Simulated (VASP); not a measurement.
Input of a VASP 6.6.1 run:

The input POSCAR:

```
CdF2
1.0
    0.0000000000      2.6131800000      2.6131800000
    2.6131800000      0.0000000000      2.6131800000
    2.6131800000      2.6131800000      0.0000000000
Cd F
1 2
Direct
    0.0000000000      0.0000000000      0.0000000000
    0.2500000000      0.2500000000      0.2500000000
    0.7500000000      0.7500000000      0.7500000000
```

File INCAR.step1:

```
PREC = Accurate ; ENCUT = 770
ISMEAR = 0 ; SIGMA = 0.05
LREAL = F ; LASPH = T
NELM = 120 ; NBANDS = 24
GGA = PE ; ALGO = Normal
EDIFF = 1E-5 ; LWAVE = T
LCHARG = F ; GGA_COMPAT = F
```

Contents of INCAR.step2:

```
PREC = Accurate ; ENCUT = 770
EDIFF = 1E-6 ; ISMEAR = 0
SIGMA = 0.05 ; LREAL = F
LASPH = T ; NELM = 120
ALGO = Normal ; ISIF = 2
LWAVE = F ; LCHARG = F
METAGGA = R2SCAN ; LMIXTAU = T
NBANDS = 24 ; ISTART = 1
GGA_COMPAT = F
```

Contents of KPOINTS:

```
regular mesh
0
Gamma
  8 8 8
```

Potentials or basis: VASP PAW PBE potentials, release 64 (Cd_sv_GW, F).

Run with:

```sh
$ cat potpaw_PBE.64/Cd_sv_GW/POTCAR potpaw_PBE.64/F/POTCAR > POTCAR
$ cp INCAR.step1 INCAR
$ mpirun -np 1 vasp_std > vasp.out
$ cp INCAR.step2 INCAR
$ mpirun -np 1 vasp_std > vasp.out
```

Task: What does it give for the pressure?

Result: 12.4 GPa.

Task: Predict the band gap on the k mesh.

Result: 4.13 eV (least direct gap 4.51 eV).

Caveat: the cell differs from its parent crystal (strain -0.030 along x and y, -0.030 along z); the cell stands under pressure; the PAW data sets were made with another functional, which shifts forces and pressure a little. A k mesh can miss the band edges.
